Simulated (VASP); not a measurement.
# TiTe2 (P-3m1) in VASP: settings compared

Aim: see how the results for TiTe2 move with the level of theory and the settings. Levels: PBEsol, BLYP+D3(BJ), PBE, BLYP+D4. Tasks: single point.

Everything below comes from runs of VASP 6.6.1. Logs are shortened: lines on timing, memory, paths and dates and some standing lists are left out, and cuts for length are marked.

### Step 1. The cell of the first run

It takes space group P-3m1 (No. 164, trigonal). Conventional cell: a = 3.851 Å, b = 3.851 Å, c = 6.625 Å, α = 90.00°, β = 90.00°, γ = 120.00°. Te (site symmetry 3m) has 3 Ti at 2.82 Å within 3.7 Å. Ti (site symmetry -3m) has 6 Te at 2.82 Å within 3.7 Å.

### Step 2. Single point, PBEsol (volume scaled by 1.06)

File INCAR:

```
SYSTEM = TiTe2
PREC = Accurate
ENCUT = 520
EDIFF = 1E-6
ISMEAR = -1
SIGMA = 0.05
LREAL = .FALSE.
LASPH = .TRUE.
NELM = 80
ALGO = Normal
ISIF = 2
LWAVE = .FALSE.
LCHARG = .FALSE.
GGA = PS
NBANDS = 19
```

File KPOINTS:

```
Automatic mesh
0
G
  8 8 4
  0 0 0
```

File POSCAR:

```
TiTe2
1.0
    3.8510776303      0.0000000000      0.0000000000
   -1.9255388151      3.3351310598      0.0000000000
    0.0000000000      0.0000000000      6.6254441201
Te Ti
2 1
Direct
    0.3333333333      0.6666666667      0.7372000000
    0.6666666667      0.3333333333      0.2628000000
    0.0000000000      0.0000000000      0.0000000000
```

Potentials or basis: VASP PAW PBE potentials, release 64 (Te, Ti_sv).

The run is started by

```console
$ cat potpaw_PBE.64/Te/POTCAR potpaw_PBE.64/Ti_sv/POTCAR > POTCAR
$ mpirun -np 1 vasp_std > vasp.out
```

OUTCAR:

```text
SYSTEM = TiTe2
   PREC = Accurate
   ENCUT = 520
   EDIFF = 1E-6
   ISMEAR = -1
   LREAL = .FALSE.
   LASPH = .TRUE.
   NELM = 80
   ISIF = 2
   GGA = PS

 ion  position               nearest neighbor table
   1  0.333  0.667  0.737-   3 2.82   3 2.82   3 2.82
   2  0.667  0.333  0.263-   3 2.82   3 2.82   3 2.82
   3  0.000  0.000  0.000-   1 2.82   2 2.82   1 2.82   2 2.82   2 2.82   1 2.82

  LATTYP: Found a hexagonal cell.
 ALAT       =     3.8510776303
 C/A-ratio  =     1.7204130262

  Lattice vectors:

 A1 = (   3.8510776303,   0.0000000000,   0.0000000000)
 A2 = (  -1.9255388151,   3.3351310598,   0.0000000000)
 A3 = (   0.0000000000,   0.0000000000,   6.6254441201)

Analysis of symmetry for initial positions (statically):
=====================================================================
 Subroutine PRICEL returns:
 Original cell was already a primitive cell.

 Routine SETGRP: Setting up the symmetry group for a
 hexagonal supercell.

 Subroutine GETGRP returns: Found 12 space group operations
 (whereof 12 operations were pure point group operations)
 out of a pool of 24 trial point group operations.

The static configuration has the point symmetry D_3d.

Analysis of symmetry for dynamics (positions and initial velocities):
=====================================================================
 Subroutine PRICEL returns:
 Original cell was already a primitive cell.

 Routine SETGRP: Setting up the symmetry group for a
 hexagonal supercell.

 Subroutine GETGRP returns: Found 12 space group operations
 (whereof 12 operations were pure point group operations)
 out of a pool of 24 trial point group operations.

The dynamic configuration has the point symmetry D_3d.

 Subroutine INISYM returns: Found 12 space group operations
 (whereof 12 operations are pure point group operations),
 and found     1 'primitive' translations

----------------------------------------------------------------------------------------

                                     Primitive cell

  volume of cell :      85.0962

  direct lattice vectors                    reciprocal lattice vectors
     3.851077630  0.000000000  0.000000000     0.259667578  0.149919146  0.000000000
    -1.925538815  3.335131060  0.000000000     0.000000000  0.299838292  0.000000000
     0.000000000  0.000000000  6.625444120     0.000000000  0.000000000  0.150933278

  length of vectors
     3.851077630  3.851077630  6.625444120     0.299838292  0.299838292  0.150933278

  position of ions in fractional coordinates (direct lattice)
     0.333333333  0.666666667  0.737200000
     0.666666667  0.333333333  0.262800000
     0.000000000  0.000000000  0.000000000

  ion indices of the primitive-cell ions
   primitive index   ion index
                 1           1
                 2           2
                 3           3

----------------------------------------------------------------------------------------

 KPOINTS: Automatic mesh

Automatic generation of k-mesh.
 Grid dimensions read from file:
 generate k-points for:    8    8    4

 Generating k-lattice:

  Cartesian coordinates                     Fractional coordinates (reciprocal lattice)
     0.032458447  0.018739893  0.000000000     0.125000000 -0.000000000  0.000000000
     0.000000000  0.037479786  0.000000000     0.000000000  0.125000000  0.000000000
     0.000000000  0.000000000  0.037733320     0.000000000  0.000000000  0.250000000

  Length of vectors
     0.037479786  0.037479786  0.037733320

  Shift w.r.t. Gamma in fractional coordinates (k-lattice)
     0.000000000  0.000000000  0.000000000

 Subroutine IBZKPT returns following result:
 ===========================================

 Found     35 irreducible k-points:

 Following reciprocal coordinates:
            Coordinates               Weight
  0.000000  0.000000  0.000000      1.000000
  0.125000 -0.000000  0.000000      6.000000
  0.250000 -0.000000  0.000000      6.000000
  0.375000 -0.000000  0.000000      6.000000
  0.500000 -0.000000  0.000000      3.000000
  0.125000  0.125000  0.000000      6.000000
[... 16 lines left out ...]
 -0.125000  0.500000  0.250000     12.000000
  0.250000  0.250000  0.250000     12.000000
 [... further k-points ...]
   k-points           NKPTS =     35   k-points in BZ     NKDIM =     35   number of bands    NBANDS=     19
   number of dos      NEDOS =    301   number of ions     NIONS =      3
   total plane-waves  NPLWV =  45000
   dimension x,y,z NGX =    30 NGY =   30 NGZ =   50
   dimension x,y,z NGXF=    60 NGYF=   60 NGZF=  100
   ions per type =               2   1
   NGX,Y,Z   is equivalent  to a cutoff of  12.95, 12.95, 12.55 a.u.
   NGXF,Y,Z  is equivalent  to a cutoff of  25.90, 25.90, 25.09 a.u.
 SYSTEM =  TiTe2
   PREC   = accura    normal or accurate (medium, high low for compatibility)
   ISTART =      0    job   : 0-new  1-cont  2-samecut
   ICHARG =      2    charge: 1-file 2-atom 10-const
   ISPIN  =      1    spin polarized calculation?
   LNONCOLLINEAR =      F non collinear calculations
   LSORBIT =      F    spin-orbit coupling
   LASPH  =      T    aspherical Exc in radial PAW
   ENCUT  =  520.0 eV  38.22 Ry    6.18 a.u.   7.16  7.16 12.32*2*pi/ulx,y,z
   NELM   =     80;   NELMIN=  2; NELMDL= -5     # of ELM steps
   EDIFF  = 0.1E-05   stopping-criterion for ELM
   LREAL  =      F    real-space projection
   EDIFFG = 0.1E-04   stopping-criterion for IOM
   NSW    =      0    number of steps for IOM
   IBRION =     -1    ionic relax: 0-MD 1-quasi-New 2-CG
   NFREE  =      0    steps in history (QN), initial steepest desc. (CG)
   ISIF   =      2    stress and relaxation
   ISYM   =      2    0-nonsym 1-usesym 2-fastsym
   POTIM  = 0.5000    time-step for ionic-motion
   TEBEG  =    0.0;   TEEND  =   0.0 temperature during run
   PSTRESS=    0.0 pullay stress
   NELECT =      24.0000    total number of electrons
   NUPDOWN=      -1.0000    fix difference up-down
   EMIN   =  10.00;   EMAX   =-10.00  energy-range for DOS
   EFERMI =   0.00;   METHOD = LEGACY
   ISMEAR =    -1;   SIGMA  =   0.05  broadening in eV -4-tet -1-fermi 0-gaus
   EFERMI_NEDOS =   21; number of points for ismear=-14 and -15
   IALGO  =     38    algorithm
   IMIX   =      4    mixing-type and parameters
     AMIX     =   0.40;   BMIX     =  1.00
     AMIX_MAG =   1.60;   BMIX_MAG =  1.00
  volume/ion in A,a.u.               =      28.37       191.42
  Fermi-wavevector in a.u.,A,eV,Ry     =   1.073598  2.028807 15.682259  1.152614
  Thomas-Fermi vector in A             =   2.209402
   LORBIT       =      0    0 simple, 1 ext, 2 COOP (PROOUT), +10 PAW based schemes
   GGA     = PS    functional components
   LHFCALC =     F    Hartree Fock is set to
   AEXX    =    0.0000 exact exchange contribution
   IVDW    =     0    specifies the selected vdW correction
   LEPSILON=     F    determine dielectric tensor
   LRPA    =     F    only Hartree local field effects (RPA)
 non-spin polarized calculation
  energy-cutoff  :      520.00
  volume of cell :       85.10
 maximum number of plane-waves:      2312
 NGX is ok and might be reduce to    30
   NGX = 15   NGY = 15   NGZ = 25

 number of electron      23.9999994 magnetization

 Free energy of the ion-electron system (eV)
  ---------------------------------------------------
  ext. energy  EPLUGINS =         0.00000000
  ---------------------------------------------------
  free energy    TOTEN  =       -17.40808283 eV

  energy without entropy =      -17.39595570  energy(sigma->0) =      -17.40201927

 E-fermi :   5.9981     XC(G=0):  -9.7455

 val. band max:        5.9733456114   @ k =   0.1250  -0.0000   0.2500
 cond. band min:       6.0243478731   @ k =   0.5000  -0.0000   0.0000
 fundamental gap:      0.0510022616
 Fermi energy:         5.9981134614

 k-point     1 :       0.0000    0.0000    0.0000
  band No.  band energies     occupation
      1     -51.3688      2.00000
      2     -27.7129      2.00000
      3     -27.7129      2.00000
      4     -27.6684      2.00000
      5      -6.0834      2.00000
      6      -4.7444      2.00000
[... 11 lines left out ...]
     18      10.9440      0.00000
     19      11.3239      0.00000

 k-point     2 :       0.1250   -0.0000    0.0000
  band No.  band energies     occupation
      1     -51.3685      2.00000
      2     -27.7176      2.00000
      3     -27.7140      2.00000
      4     -27.6673      2.00000
      5      -5.9266      2.00000
      6      -4.6644      2.00000
[... 11 lines left out ...]
     18      11.8139      0.00000
     19      12.1148      0.00000

 k-point     3 :       0.2500   -0.0000    0.0000
  band No.  band energies     occupation
      1     -51.3677      2.00000
      2     -27.7290      2.00000
      3     -27.7167      2.00000
      4     -27.6648      2.00000
      5      -5.4913      2.00000
      6      -4.4667      2.00000
[... 11 lines left out ...]
     18      11.6083      0.00000
     19      12.2674      0.00000

 k-point     4 :       0.3750   -0.0000    0.0000
  band No.  band energies     occupation
      1     -51.3669      2.00000
      2     -27.7404      2.00000
      3     -27.7193      2.00000
      4     -27.6622      2.00000
      5      -4.9091      2.00000
      6      -4.2960      2.00000
[... 11 lines left out ...]
     18      11.2950      0.00000
     19      11.4746      0.00000

 k-point     5 :       0.5000   -0.0000    0.0000
  band No.  band energies     occupation
      1     -51.3666      2.00000
      2     -27.7451      2.00000
      3     -27.7204      2.00000
      4     -27.6612      2.00000
      5      -4.5129      2.00000
      6      -4.3287      2.00000
[... 11 lines left out ...]
     18      11.1713      0.00000
     19      11.3945      0.00000
[... 334 lines left out ...]
      2     -27.7353      2.00000
      3     -27.7202      2.00000
      4     -27.6630      2.00000
      5      -4.9990      2.00000
      6      -4.4830      2.00000
[... 11 lines left out ...]
     18      11.3499      0.00000
     19      12.3967      0.00000

 k-point    22 :       0.3750    0.1250    0.2500
  band No.  band energies     occupation
      1     -51.3666      2.00000
      2     -27.7425      2.00000
      3     -27.7230      2.00000
      4     -27.6612      2.00000
      5      -4.5823      2.00000
      6      -4.2537      2.00000
[... 11 lines left out ...]
     18      10.8353      0.00000
     19      11.8552      0.00000

 k-point    23 :      -0.1250    0.5000    0.2500
  band No.  band energies     occupation
      1     -51.3666      2.00000
      2     -27.7425      2.00000
      3     -27.7230      2.00000
      4     -27.6612      2.00000
      5      -4.5069      2.00000
      6      -4.3423      2.00000
[... 11 lines left out ...]
     18      10.6419      0.00000
     19      12.1004      0.00000

 k-point    24 :       0.2500    0.2500    0.2500
  band No.  band energies     occupation
      1     -51.3666      2.00000
      2     -27.7389      2.00000
      3     -27.7266      2.00000
      4     -27.6612      2.00000
      5      -4.5814      2.00000
      6      -4.2750      2.00000
[... 11 lines left out ...]
     18      11.1213      0.00000
     19      11.7937      0.00000

 [... further k-points ...]
[... 5 lines left out ...]
  --------------------------------------------------------------------------------------
  -------------------------------------------------------------------------------------
  Total       -2.8601477     -2.8601477     -2.7415254     -0.0000000     -0.0000000      0.0000000
  in kB      -53.8503928    -53.8503928    -51.6169900     -0.0000000     -0.0000000      0.0000000
  external PRESSURE =     -53.1059252 kB  Pullay stress =       0.0000000 kB

 VOLUME and BASIS-vectors are now :
 -----------------------------------------------------------------------------
  energy-cutoff  :      520.00
  volume of cell :       85.10
      direct lattice vectors                 reciprocal lattice vectors
     3.851077630  0.000000000  0.000000000     0.259667578  0.149919146  0.000000000
    -1.925538815  3.335131060  0.000000000     0.000000000  0.299838292  0.000000000
     0.000000000  0.000000000  6.625444120     0.000000000  0.000000000  0.150933278

 POSITION                                       TOTAL-FORCE (eV/Angst)
 -----------------------------------------------------------------------------------
     -0.00000      2.22342      4.88428        -0.000000      0.000000      0.558641
      1.92554      1.11171      1.74117        -0.000000     -0.000000     -0.558641
      0.00000      0.00000      0.00000         0.000000      0.000000     -0.000000
 -----------------------------------------------------------------------------------
    total drift:                               -0.000000      0.000000      0.000000

  FREE ENERGIE OF THE ION-ELECTRON SYSTEM (eV)
  ---------------------------------------------------
  free  energy   TOTEN  =       -17.4080828304 eV

  energy  without entropy=      -17.3959557049  energy(sigma->0) =      -17.40201927
```

It took 84 s on 1 thread of Intel Xeon Platinum 8488C (Sapphire Rapids), shared host; peak memory 0.23 GiB.

What came out:

```yaml
Free_energy: -17.4081 eV
Pressure: -5.3 GPa
Largest_force: 0.559 eV/Å
Band_gap_on_the_k_mesh: zero (band 12 reaches 6.38 eV, above the bottom of band 13 at 5.79 eV)
```

Forces on the atoms (eV/Å):
```
Te   0.000  0.000  0.559
Te   0.000  0.000 -0.559
Ti   0.000  0.000  0.000
```

Caveat: the cell differs from its parent crystal (volume scaled by 1.06); the PAW data sets were made with another functional, which shifts forces and pressure a little; spin-orbit coupling is left out, which moves the levels of the heavy elements; this functional lacks dispersion, which binds the layers, so the pressure and a relaxed spacing across them are unreliable.

### Step 3. Single point, BLYP+D3(BJ)

This run uses another cell than the first one, of 25.43 Å³/atom, 0.897 times its volume.

File INCAR:

```
SYSTEM = TiTe2
PREC = Accurate
ENCUT = 520
EDIFF = 1E-7
ISMEAR = -1
SIGMA = 0.05
LREAL = .FALSE.
LASPH = .TRUE.
NELM = 60
ALGO = Normal
ISIF = 2
LWAVE = .FALSE.
LCHARG = .FALSE.
GGA = B5
ALDAX = 1.0
AGGAX = 1.0
AGGAC = 1.0
ALDAC = 0.0
IVDW = 12
NBANDS = 19
VDW_S6 = 1.0
VDW_S8 = 2.6996
VDW_A1 = 0.4298
VDW_A2 = 4.2359
```

File KPOINTS:

```
regular mesh
0
G
  8 8 4
  0 0 0
```

File POSCAR:

```
TiTe2
1.0
    3.7442994247      0.0000000000      0.0000000000
   -1.8721497124      3.2426584212      0.0000000000
    0.0000000000      0.0000000000      6.2844279250
Te Ti
2 1
Direct
    0.3333333333      0.6666666667      0.7291437528
    0.6666666667      0.3333333333      0.2708562472
    0.0000000000      0.0000000000      0.0000000000
```

Potentials or basis: VASP PAW PBE potentials, release 64 (Te, Ti_sv).

The run is started by

```console
$ cat potpaw_PBE.64/Te/POTCAR potpaw_PBE.64/Ti_sv/POTCAR > POTCAR
$ mpirun -np 1 vasp_std > vasp.out
```

Wall time 2.4 min (1 thread of AMD EPYC 7R13, shared host); peak memory 0.19 GiB.

It converged, with:

```
Free energy                : -17.3709 eV
Pressure                   : 0.2 GPa
Largest force              : 0.040 eV/Å
Band gap on the k mesh     : zero (band 12 reaches 8.29 eV, above the bottom of band 13 at 7.63 eV)
Dispersion energy per atom : -1.217 eV
```

Forces in eV/Å, atoms in the order of the input:
```
Te   0.000  0.000 -0.040
Te   0.000  0.000  0.040
Ti   0.000  0.000  0.000
```

Levels at points of the mesh, in eV from the Fermi level:
```tsv
k point	band 10	band 11	band 12	band 13	band 14	band 15
(0.00, 0.00, 0.00)	0.36	0.38	0.38	0.88	1.10	1.10
(0.50, 0.00, 0.00)	-2.44	-1.79	-1.27	0.03	1.14	1.51
(0.00, 0.00, 0.50)	-1.65	0.37	0.37	0.64	0.64	1.13
(0.50, 0.00, 0.50)	-2.17	-0.80	-0.53	-0.27	1.13	1.48
```

Caveat: the PAW data sets were made with another functional, which shifts forces and pressure a little; spin-orbit coupling is left out, which moves the levels of the heavy elements.

[end of part 1 of 2]
